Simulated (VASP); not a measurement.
A run of VASP 6.6.1:

File INCAR:

```
SYSTEM = Na3S2
PREC = Accurate
ENCUT = 600
EDIFF = 1E-6
ISMEAR = 0
SIGMA = 0.1
LREAL = .False.
LASPH = .True.
NELM = 100
ALGO = Normal
ISIF = 3
LWAVE = .False.
LCHARG = .False.
GGA = PE
IBRION = 2
NSW = 100
EDIFFG = -0.01
```

Contents of KPOINTS:

```
regular mesh
0
Gamma
  12 12 6
  0 0 0
```

POSCAR

```
Na3S2
1.0
    4.6985047872      0.0000000000      0.0000000000
   -2.3492523936      4.0690245056      0.0000000000
    0.0000000000      0.0000000000      6.0673258487
Na S
3 2
Direct
    0.0000000000      0.0000000000      0.0000000000
    0.3333333333      0.6666666667      0.6887198199
    0.6666666667      0.3333333333      0.3112801801
    0.3333333333      0.6666666667      0.2185900656
    0.6666666667      0.3333333333      0.7814099344
```

Potentials or basis: VASP PAW PBE potentials, release 64 (Na_pv, S).

Run with:

```bash
$ cat potpaw_PBE.64/Na_pv/POTCAR potpaw_PBE.64/S/POTCAR > POTCAR
$ mpirun -np 1 vasp_std > vasp.out
```

Hardware: 1 thread of Intel(R) Xeon(R) 6975P-C (Granite Rapids) (shared host).

Question: Estimate the wall time of this run.

Answer: It took 11 min on 1 thread of Intel(R) Xeon(R) 6975P-C (Granite Rapids), on a shared host, peak memory 0.42 GiB. Counts: scf iterations 33, k points 100, ion steps 4.
